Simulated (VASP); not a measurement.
Input of a VASP 6.6.1 run:

Contents of INCAR:

```
SYSTEM = ZnO
  ALGO = Normal
  EDIFF = 1E-6
  ENCUT = 600
  GGA = LIBXC
  GGA_COMPAT = .False.
  ISIF = 2
  ISMEAR = -1
  LASPH = .True.
  LCHARG = .False.
  LIBXC1 = GGA_X_B88
  LIBXC2 = GGA_C_PBE
  LREAL = .False.
  LWAVE = .False.
  NBANDS = 26
  NELM = 120
  PREC = Accurate
  SIGMA = 0.05
```

KPOINTS

```
k-points
0
Gamma
  9 9 5
  0 0 0
```

The input POSCAR:

```
ZnO
1.0
    3.2274999067      0.0000000000      0.0000000000
   -1.6137499533      2.7950969099      0.0000000000
    0.0000000000      0.0000000000      5.1707703030
Zn O
2 2
Direct
    0.6666666667      0.3333333333      0.0000000000
    0.3333333333      0.6666666667      0.5000000000
    0.3333333333      0.6666666667      0.8790100000
    0.6666666667      0.3333333333      0.3790100000
```

Potentials or basis: VASP PAW PBE potentials, release 64 (Zn, O).

The run is started by

```sh
$ cat potpaw_PBE.64/Zn/POTCAR potpaw_PBE.64/O/POTCAR > POTCAR
$ mpirun -np 1 vasp_std > vasp.out
```

(1) Predict the largest force.

(2) What does it give for the pressure?

(3) What does it give for the band gap on the k mesh?

## Answers

(1) 0.080 eV/Å.

(2) 8.5 GPa.

(3) 0.84 eV.

Caveat: the cell stands under pressure; the PAW data sets were made with another functional, which shifts forces and pressure a little.
